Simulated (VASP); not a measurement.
# Na2C (Fm-3m) in VASP: further runs

Runs on Na2C. Level: PBE. Tasks: single point.

All numbers are computed with VASP 6.6.1; they aren't measurements. Logs are shortened: lines on timing, memory, paths and dates and some standing lists are left out, and cuts for length are marked.

## Step 1: The cell of the first run

Symmetry: Fm-3m, No. 225, cubic system. Conventional cell: a = 5.475 Å, b = 5.475 Å, c = 5.475 Å, α = 90.00°, β = 90.00°, γ = 90.00°. Within 3.1 Å of C (site symmetry m-3m) lie 8 Na at 2.37 Å. Within 3.1 Å of Na (site symmetry -43m) lie 4 C at 2.37 Å and 6 Na at 2.74 Å.

## Step 2: Single point, PBE

INCAR

```
PREC = Accurate
ENCUT = 600
EDIFF = 1E-6
ISMEAR = 1
SIGMA = 0.014
LREAL = False
LASPH = True
NELM = 120
ALGO = Normal
ISIF = 2
LWAVE = False
LCHARG = False
GGA = PE
NBANDS = 16
GGA_COMPAT = False
```

KPOINTS

```
Automatic mesh
0
Gamma
  6 6 6
```

POSCAR

```
Na2C
1.0
    0.0000000000      2.7374790000      2.7374790000
    2.7374790000      0.0000000000      2.7374790000
    2.7374790000      2.7374790000      0.0000000000
C Na
1 2
Direct
    0.0000000000      0.0000000000      0.0000000000
    0.2500000000      0.2500000000      0.2500000000
    0.7500000000      0.7500000000      0.7500000000
```

Potentials or basis: VASP PAW PBE potentials, release 64 (C, Na_pv).

On the command line:

```sh
$ cat potpaw_PBE.64/C/POTCAR potpaw_PBE.64/Na_pv/POTCAR > POTCAR
$ mpirun -np 1 vasp_std > vasp.out
```

OUTCAR:

```text
PREC = Accurate
   ENCUT = 600
   EDIFF = 1E-6
   ISMEAR = 1
   LREAL = False
   LASPH = True
   NELM = 120
   ISIF = 2
   GGA = PE

 ion  position               nearest neighbor table
   1  0.000  0.000  0.000-   3 2.37   3 2.37   3 2.37   2 2.37   3 2.37   2 2.37   2 2.37   2 2.37

   2  0.250  0.250  0.250-   1 2.37   1 2.37   1 2.37   1 2.37   3 2.74   3 2.74   3 2.74   3 2.74
                             3 2.74   3 2.74
   3  0.750  0.750  0.750-   1 2.37   1 2.37   1 2.37   1 2.37   2 2.74   2 2.74   2 2.74   2 2.74
                             2 2.74   2 2.74

  LATTYP: Found a face centered cubic cell.
 ALAT       =     5.4749580000

  Lattice vectors:

 A1 = (   0.0000000000,   2.7374790000,   2.7374790000)
 A2 = (   2.7374790000,   0.0000000000,   2.7374790000)
 A3 = (   2.7374790000,   2.7374790000,   0.0000000000)

Analysis of symmetry for initial positions (statically):
=====================================================================
 Subroutine PRICEL returns:
 Original cell was already a primitive cell.

 Routine SETGRP: Setting up the symmetry group for a
 face centered cubic supercell.

 Subroutine GETGRP returns: Found 48 space group operations
 (whereof 48 operations were pure point group operations)
 out of a pool of 48 trial point group operations.

The static configuration has the point symmetry O_h .

Analysis of symmetry for dynamics (positions and initial velocities):
=====================================================================
 Subroutine PRICEL returns:
 Original cell was already a primitive cell.

 Routine SETGRP: Setting up the symmetry group for a
 face centered cubic supercell.

 Subroutine GETGRP returns: Found 48 space group operations
 (whereof 48 operations were pure point group operations)
 out of a pool of 48 trial point group operations.

The dynamic configuration has the point symmetry O_h .

 Subroutine INISYM returns: Found 48 space group operations
 (whereof 48 operations are pure point group operations),
 and found     1 'primitive' translations

----------------------------------------------------------------------------------------

                                     Primitive cell

  volume of cell :      41.0282

  direct lattice vectors                    reciprocal lattice vectors
     0.000000000  2.737479000  2.737479000    -0.182649803  0.182649803  0.182649803
     2.737479000  0.000000000  2.737479000     0.182649803 -0.182649803  0.182649803
     2.737479000  2.737479000  0.000000000     0.182649803  0.182649803 -0.182649803

  length of vectors
     3.871379929  3.871379929  3.871379929     0.316358739  0.316358739  0.316358739

  position of ions in fractional coordinates (direct lattice)
     0.000000000  0.000000000  0.000000000
     0.250000000  0.250000000  0.250000000
     0.750000000  0.750000000  0.750000000

  ion indices of the primitive-cell ions
   primitive index   ion index
                 1           1
                 2           2
                 3           3

----------------------------------------------------------------------------------------

 KPOINTS: Automatic mesh

Automatic generation of k-mesh.
 Grid dimensions read from file:
 generate k-points for:    6    6    6

 Generating k-lattice:

  Cartesian coordinates                     Fractional coordinates (reciprocal lattice)
    -0.030441634  0.030441634  0.030441634     0.166666667  0.000000000  0.000000000
     0.030441634 -0.030441634  0.030441634     0.000000000  0.166666667  0.000000000
     0.030441634  0.030441634 -0.030441634     0.000000000  0.000000000  0.166666667

  Length of vectors
     0.052726456  0.052726456  0.052726456

  Shift w.r.t. Gamma in fractional coordinates (k-lattice)
     0.000000000  0.000000000  0.000000000

 Subroutine IBZKPT returns following result:
 ===========================================

 Found     16 irreducible k-points:

 Following reciprocal coordinates:
            Coordinates               Weight
  0.000000  0.000000  0.000000      1.000000
  0.166667  0.000000  0.000000      8.000000
  0.333333  0.000000  0.000000      8.000000
  0.500000  0.000000  0.000000      4.000000
  0.166667  0.166667  0.000000      6.000000
  0.333333  0.166667  0.000000     24.000000
[... 8 lines left out ...]
 -0.333333  0.333333  0.166667     24.000000
 -0.333333  0.500000  0.166667     12.000000
   k-points           NKPTS =     16   k-points in BZ     NKDIM =     16   number of bands    NBANDS=     16
   number of dos      NEDOS =    301   number of ions     NIONS =      3
   total plane-waves  NPLWV =  32768
   dimension x,y,z NGX =    32 NGY =   32 NGZ =   32
   dimension x,y,z NGXF=    64 NGYF=   64 NGZF=   64
   ions per type =               1   2
   NGX,Y,Z   is equivalent  to a cutoff of  13.74, 13.74, 13.74 a.u.
   NGXF,Y,Z  is equivalent  to a cutoff of  27.48, 27.48, 27.48 a.u.
 SYSTEM =  unknown system
   PREC   = accura    normal or accurate (medium, high low for compatibility)
   ISTART =      0    job   : 0-new  1-cont  2-samecut
   ICHARG =      2    charge: 1-file 2-atom 10-const
   ISPIN  =      1    spin polarized calculation?
   LNONCOLLINEAR =      F non collinear calculations
   LSORBIT =      F    spin-orbit coupling
   LASPH  =      T    aspherical Exc in radial PAW
   ENCUT  =  600.0 eV  44.10 Ry    6.64 a.u.   7.73  7.73  7.73*2*pi/ulx,y,z
   NELM   =    120;   NELMIN=  2; NELMDL= -5     # of ELM steps
   EDIFF  = 0.1E-05   stopping-criterion for ELM
   LREAL  =      F    real-space projection
   EDIFFG = 0.1E-04   stopping-criterion for IOM
   NSW    =      0    number of steps for IOM
   IBRION =     -1    ionic relax: 0-MD 1-quasi-New 2-CG
   NFREE  =      0    steps in history (QN), initial steepest desc. (CG)
   ISIF   =      2    stress and relaxation
   ISYM   =      2    0-nonsym 1-usesym 2-fastsym
   POTIM  = 0.5000    time-step for ionic-motion
   TEBEG  =    0.0;   TEEND  =   0.0 temperature during run
   PSTRESS=    0.0 pullay stress
   NELECT =      18.0000    total number of electrons
   NUPDOWN=      -1.0000    fix difference up-down
   EMIN   =  10.00;   EMAX   =-10.00  energy-range for DOS
   EFERMI =   0.00;   METHOD = LEGACY
   ISMEAR =     1;   SIGMA  =   0.01  broadening in eV -4-tet -1-fermi 0-gaus
   EFERMI_NEDOS =   21; number of points for ismear=-14 and -15
   IALGO  =     38    algorithm
   IMIX   =      4    mixing-type and parameters
     AMIX     =   0.40;   BMIX     =  1.00
     AMIX_MAG =   1.60;   BMIX_MAG =  1.00
  volume/ion in A,a.u.               =      13.68        92.29
  Fermi-wavevector in a.u.,A,eV,Ry     =   1.243956  2.350735 21.054002  1.547425
  Thomas-Fermi vector in A             =   2.378244
   LORBIT       =      0    0 simple, 1 ext, 2 COOP (PROOUT), +10 PAW based schemes
   GGA     = PE    functional components
   LHFCALC =     F    Hartree Fock is set to
   AEXX    =    0.0000 exact exchange contribution
   IVDW    =     0    specifies the selected vdW correction
   LEPSILON=     F    determine dielectric tensor
   LRPA    =     F    only Hartree local field effects (RPA)
 non-spin polarized calculation
 Methfessel and Paxton  Order N= 1 SIGMA  =   0.01
  energy-cutoff  :      600.00
  volume of cell :       41.03
 maximum number of plane-waves:      1382
   NGX = 15   NGY = 15   NGZ = 15

 number of electron      17.9999984 magnetization

 Free energy of the ion-electron system (eV)
  ---------------------------------------------------
  ext. energy  EPLUGINS =         0.00000000
  ---------------------------------------------------
  free energy    TOTEN  =        -6.77531595 eV

  energy without entropy =       -6.77538497  energy(sigma->0) =       -6.77533896

 E-fermi :   2.3429     XC(G=0):  -9.4590

 val. band max:        2.3420781475   @ k =   0.3333   0.3333   0.0000
 cond. band min:       2.3607977515   @ k =  -0.1667   0.1667   0.0000
 fundamental gap:      0.0187196041
 Fermi energy:         2.3429219722

 k-point     1 :       0.0000    0.0000    0.0000
  band No.  band energies     occupation
      1     -20.5565      2.00000
      2     -20.5565      2.00000
      3     -20.5565      2.00000
      4     -20.3160      2.00000
      5     -20.3160      2.00000
      6     -20.3160      2.00000
[... 8 lines left out ...]
     15      14.4719      0.00000
     16      14.4719      0.00000

 k-point     2 :       0.1667    0.0000    0.0000
  band No.  band energies     occupation
      1     -20.5506      2.00000
      2     -20.5424      2.00000
      3     -20.5424      2.00000
      4     -20.3463      2.00000
      5     -20.3340      2.00000
      6     -20.3340      2.00000
[... 8 lines left out ...]
     15      14.1611      0.00000
     16      14.1611      0.00000

 k-point     3 :       0.3333    0.0000    0.0000
  band No.  band energies     occupation
      1     -20.5300      2.00000
      2     -20.5024      2.00000
      3     -20.5024      2.00000
      4     -20.4151      2.00000
      5     -20.3817      2.00000
      6     -20.3817      2.00000
[... 8 lines left out ...]
     15      15.6170      0.00000
     16      15.6170      0.00000

 k-point     4 :       0.5000    0.0000    0.0000
  band No.  band energies     occupation
      1     -20.4970      2.00000
      2     -20.4718      2.00000
      3     -20.4485      2.00000
      4     -20.4485      2.00000
      5     -20.4395      2.00000
      6     -20.4395      2.00000
[... 8 lines left out ...]
     15      17.2779      0.00000
     16      17.2818      0.00000
[... 172 lines left out ...]
 k-point    14 :       0.5000    0.3333    0.1667
  band No.  band energies     occupation
      1     -20.6310      2.00000
      2     -20.5954      2.00000
      3     -20.5252      2.00000
      4     -20.3790      2.00000
      5     -20.3362      2.00000
      6     -20.2801      2.00000
[... 8 lines left out ...]
     15      14.6362      0.00000
     16      16.8554      0.00000

 k-point    15 :      -0.3333    0.3333    0.1667
  band No.  band energies     occupation
      1     -20.6517      2.00000
      2     -20.6283      2.00000
      3     -20.4546      2.00000
      4     -20.4545      2.00000
      5     -20.2897      2.00000
      6     -20.2867      2.00000
[... 8 lines left out ...]
     15      15.5134      0.00000
     16      16.0186      0.00000

 k-point    16 :      -0.3333    0.5000    0.1667
  band No.  band energies     occupation
      1     -20.6934      2.00000
      2     -20.6440      2.00000
      3     -20.5395      2.00000
      4     -20.3670      2.00000
      5     -20.2714      2.00000
      6     -20.2557      2.00000
[... 8 lines left out ...]
     15      14.9052      0.00000
     16      17.0353      0.00000

------------------------ aborting loop because EDIFF is reached ----------------------------------------

  FORCE on cell =-STRESS in cart. coord.  units (eV):
  Direction    XX          YY          ZZ          XY          YZ          ZX
  --------------------------------------------------------------------------------------
  -------------------------------------------------------------------------------------
  Total        5.2745403      5.2745403      5.2745403      0.0000000      0.0000000      0.0000000
  in kB      205.9741931    205.9741931    205.9741931      0.0000000      0.0000000      0.0000000
  external PRESSURE =     205.9741931 kB  Pullay stress =       0.0000000 kB

 VOLUME and BASIS-vectors are now :
 -----------------------------------------------------------------------------
  energy-cutoff  :      600.00
  volume of cell :       41.03
      direct lattice vectors                 reciprocal lattice vectors
     0.000000000  2.737479000  2.737479000    -0.182649803  0.182649803  0.182649803
     2.737479000  0.000000000  2.737479000     0.182649803 -0.182649803  0.182649803
     2.737479000  2.737479000  0.000000000     0.182649803  0.182649803 -0.182649803

 POSITION                                       TOTAL-FORCE (eV/Angst)
 -----------------------------------------------------------------------------------
      0.00000      0.00000      0.00000        -0.000000      0.000000     -0.000000
      1.36874      1.36874      1.36874         0.000000      0.000000      0.000000
      4.10622      4.10622      4.10622         0.000000     -0.000000      0.000000
 -----------------------------------------------------------------------------------
    total drift:                               -0.000000     -0.000000      0.000000

  FREE ENERGIE OF THE ION-ELECTRON SYSTEM (eV)
  ---------------------------------------------------
  free  energy   TOTEN  =        -6.7753159475 eV

  energy  without entropy=       -6.7753849715  energy(sigma->0) =       -6.77533896
```

Run time: 22 s. Hardware: 1 thread of Intel Xeon 8259CL, shared host; peak memory 0.17 GiB.

What came out:

```
Free energy            : -6.7753 eV
Pressure               : 20.6 GPa
Band gap on the k mesh : zero (band 9 reaches 2.74 eV, above the bottom of band 10 at 1.94 eV)
```

## Step 3: Single point, PBE

INCAR

```
SYSTEM = Na2C
PREC = Accurate ; ENCUT = 600
EDIFF = 1E-6 ; ISMEAR = 1
SIGMA = 0.014 ; LREAL = .FALSE.
LASPH = .TRUE. ; NELM = 120
ALGO = Normal ; ISIF = 2
LWAVE = .FALSE. ; LCHARG = .TRUE.
GGA = PE ; LELF = .TRUE.
LVHAR = .TRUE. ; NBANDS = 16
GGA_COMPAT = .FALSE.
```

KPOINTS

```
Automatic mesh
0
G
  6 6 6
  0 0 0
```

POSCAR is that of step 2.

Potentials or basis: VASP PAW PBE potentials, release 64 (C, Na_pv).

On the command line:

```sh
$ cat potpaw_PBE.64/C/POTCAR potpaw_PBE.64/Na_pv/POTCAR > POTCAR
$ mpirun -np 1 vasp_std > vasp.out
```

Wall time 21 s (1 thread of Intel Xeon 8259CL, shared host); peak memory 0.17 GiB.

It converged, with:

```
Free energy            : -6.7753 eV
Pressure               : 20.6 GPa
Band gap on the k mesh : zero (band 9 reaches 2.74 eV, above the bottom of band 10 at 1.94 eV)
```

Levels at points of the mesh, in eV from the Fermi level:
```csv
k point,band 5,band 6,band 7,band 8,band 9,band 10,band 11,band 12,band 13,band 14
"(0.00, 0.00, 0.00)",-22.66,-22.66,-9.42,0.39,0.39,0.39,3.45,11.11,11.11,11.11
"(0.50, 0.00, 0.00)",-22.78,-22.78,-8.44,-2.24,0.32,0.32,6.83,7.07,9.00,9.00
"(0.50, 0.50, 0.00)",-22.62,-22.59,-8.15,-1.80,-0.12,-0.12,3.36,8.61,10.57,11.79
```

## Step 4: Single point, PBE

INCAR

```
PREC = Accurate
ENCUT = 600
EDIFF = 1E-6
ISMEAR = 1
SIGMA = 0.001
LREAL = False
LASPH = True
NELM = 120
ALGO = Normal
ISIF = 2
LWAVE = False
LCHARG = False
GGA = PE
NBANDS = 16
GGA_COMPAT = False
```

KPOINTS

```
Automatic mesh
0
Gamma
  6 6 6
```

POSCAR is that of step 3.

On the command line:

```sh
$ cat potpaw_PBE.64/C/POTCAR potpaw_PBE.64/Na_pv/POTCAR > POTCAR
$ mpirun -np 1 vasp_std > vasp.out
```

Run time: 22 s. Hardware: 1 thread of Intel Xeon 8259CL, shared host; peak memory 0.17 GiB.

It converged, with:

```
Free energy            : -6.7752 eV
Pressure               : 20.6 GPa
Band gap on the k mesh : zero (band 9 reaches 2.74 eV, above the bottom of band 10 at 1.94 eV)
```

Levels at points of the mesh, in eV from the Fermi level:
| k point | band 5 | band 6 | band 7 | band 8 | band 9 | band 10 | band 11 | band 12 | band 13 | band 14 |
| --- | --- | --- | --- | --- | --- | --- | --- | --- | --- | --- |
| (0.00, 0.00, 0.00) | -22.66 | -22.66 | -9.42 | 0.39 | 0.39 | 0.39 | 3.45 | 11.11 | 11.11 | 11.11 |
| (0.50, 0.00, 0.00) | -22.78 | -22.78 | -8.44 | -2.24 | 0.32 | 0.32 | 6.83 | 7.07 | 9.00 | 9.00 |
| (0.50, 0.50, 0.00) | -22.62 | -22.59 | -8.15 | -1.80 | -0.12 | -0.12 | 3.36 | 8.61 | 10.57 | 11.79 |
